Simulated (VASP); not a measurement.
The system is Ag3IO.

```
Ag I O
1.0
     4.55986    0.00000    0.00000
     0.00000    4.55986    0.00000
     0.00000    0.00000    4.55986
Ag I O
3 1 1
Direct
  0.50000 0.00000 0.00000
  0.00000 0.50000 0.00000
  0.00000 0.00000 0.50000
  0.50000 0.50000 0.50000
  0.00000 0.00000 0.00000
```

| Item | Value |
| --- | --- |
| Program | VASP 6.6.1 |
| Task | relaxation of cell and atoms |
| Functional | PBE |
| Potentials or basis | VASP PAW PBE potentials, release 64 (Ag, I, O) |
| Cutoff | 600 eV |
| k mesh | 4 × 4 × 4 |
| Occupations | gaussian, width 0.1 eV |
| Spin | no spin polarisation |

At the start: pressure 4.5 GPa; volume 18.96 Å³/atom.

**Question.** How do energy, volume and symmetry change on relaxing?

**Answer.** Over 3 steps the energy falls by 16.0 meV/atom and the volume is 20.18 Å³/atom (+6.4 %); space group Pm-3m (No. 221, to 0.05 Å).

Step by step:
```tsv
step	energy change (eV)	largest force (eV/Å)	pressure (GPa)	volume (Å³)
1	0.0000	0.0000	4.51	94.81
2	-0.0766	0.0000	-0.84	102.32
3	-0.0802	0.0000	0.02	100.88
```

Final structure:
```
Ag I O
1.0
     4.65513    0.00000    0.00000
     0.00000    4.65513    0.00000
     0.00000    0.00000    4.65513
Ag I O
3 1 1
Direct
  0.50000 0.00000 0.00000
  0.00000 0.50000 0.00000
  0.00000 0.00000 0.50000
  0.50000 0.50000 0.50000
  0.00000 0.00000 0.00000
```
